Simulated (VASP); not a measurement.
A run of VASP 6.6.1 is set up as follows.

The input INCAR:

```
PREC = Accurate
ENCUT = 600
EDIFF = 1E-7
ISMEAR = 0
SIGMA = 0.02
LREAL = False
LASPH = True
NELM = 100
ALGO = Normal
ISIF = 3
LWAVE = False
LCHARG = False
GGA = PE
IVDW = 12
IBRION = 2
NSW = 100
EDIFFG = -0.005
```

Contents of KPOINTS:

```
Automatic mesh
0
Gamma
  12 12 12
```

Contents of POSCAR:

```
C
1.0
    0.0000000000      1.7833700000      1.7833700000
    1.7833700000      0.0000000000      1.7833700000
    1.7833700000      1.7833700000      0.0000000000
C
2
Direct
    0.0000000000      0.0000000000      0.0000000000
    0.2500000000      0.2500000000      0.2500000000
```

Potentials or basis: VASP PAW PBE potentials, release 64 (C).

Command:

```bash
$ cat potpaw_PBE.64/C/POTCAR > POTCAR
$ mpirun -np 1 vasp_std > vasp.out
```

Problem. What does it give for the dispersion energy per atom?

Solution. -0.193 eV.

Problem. What does it give for the relaxed cell?

Solution. a = 2.515 Å, b = 2.515 Å, c = 2.515 Å, α = 60.00°, β = 60.00°, γ = 60.00°.

Final structure:
```
CELL_PARAMETERS angstrom
0.00000 1.77845 1.77845
1.77845 0.00000 1.77845
1.77845 1.77845 0.00000
ATOMIC_POSITIONS crystal
C 0.00000 0.00000 0.00000
C 0.25000 0.25000 0.25000
```
